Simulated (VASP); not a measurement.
Set up this calculation in VASP 6.6.1, as the native input.

```
Task                   : relaxation of cell and atoms
Functional             : PBE
Potentials or basis    : VASP PAW PBE potentials, release 64 (Ca_sv)
Cutoff                 : 600 eV
k mesh                 : 14 × 14 × 14
Occupations            : gaussian, width 0.1 eV
Spin                   : no spin polarisation
Target pressure        : 1 GPa
Dipole correction      : no
Further INCAR settings : ALGO = Normal; EDIFF = 1e-06; IBRION = 2; EDIFFG = -0.008; NSW = 70; ISIF = 3
```

The structure of Ca lies in POSCAR:

```
Ca
1.0
   -2.1885307358      2.1885307358      2.1778123808
    2.1885307358     -2.1885307358      2.1778123808
    2.1885307358      2.1885307358     -2.1778123808
Ca
1
Direct
    0.5000000000      0.5000000000      0.0000000000
```

This isn't the form of Ca at room conditions, which is fcc.

These files were run (other wordings do the same):

INCAR

```
ALGO     = Normal         # electronic algorithm
EDIFF    = 1E-6           # SCF threshold, eV
EDIFFG   = -0.008         # ionic threshold
ENCUT    = 600            # plane-wave cutoff, eV
GGA      = PE             # functional
IBRION   = 2              # ionic algorithm
ISIF     = 3              # what is computed and relaxed
ISMEAR   = 0              # smearing method
LASPH    = T              # aspherical terms in the spheres
LCHARG   = F              # write CHGCAR
LREAL    = F              # projectors in reciprocal space
LWAVE    = F              # write WAVECAR
NELM     = 60             # most SCF steps
NSW      = 70             # ionic steps
PREC     = Accurate       # precision mode
PSTRESS  = 10.0         
SIGMA    = 0.1            # smearing width, eV
```

KPOINTS

```
k-points
0
Gamma
  14 14 14
```

Potentials or basis: VASP PAW PBE potentials, release 64 (Ca_sv).

Command:

```bash
$ cat potpaw_PBE.64/Ca_sv/POTCAR > POTCAR
$ mpirun -np 1 vasp_std > vasp.out
```

Results of the run:

```yaml
Relaxed_volume: 39.91 Å³/atom
Relaxed_cell: a = 3.729 Å, b = 3.729 Å, c = 3.729 Å, α = 109.33°, β = 109.33°, γ = 109.75°
Space_group_after_relaxing_to_0.1_Å: Im-3m (No. 229)
Energy_change_on_relaxing_the_run_minimises_the_enthalpy: +6.6 meV/atom
Ionic_steps: 3
Pressure_after_relaxing: 1.0 GPa
Band_gap_on_the_k_mesh: zero (bands 5 and 6 overlap by 0.28 eV)
```

Caveat: the cell is relaxed towards a set pressure, so the run minimises the enthalpy, not the energy.

It took 87 s on 1 thread of Intel(R) Xeon(R) 6975P-C (Granite Rapids), with other jobs on the host, peak memory 0.27 GiB.
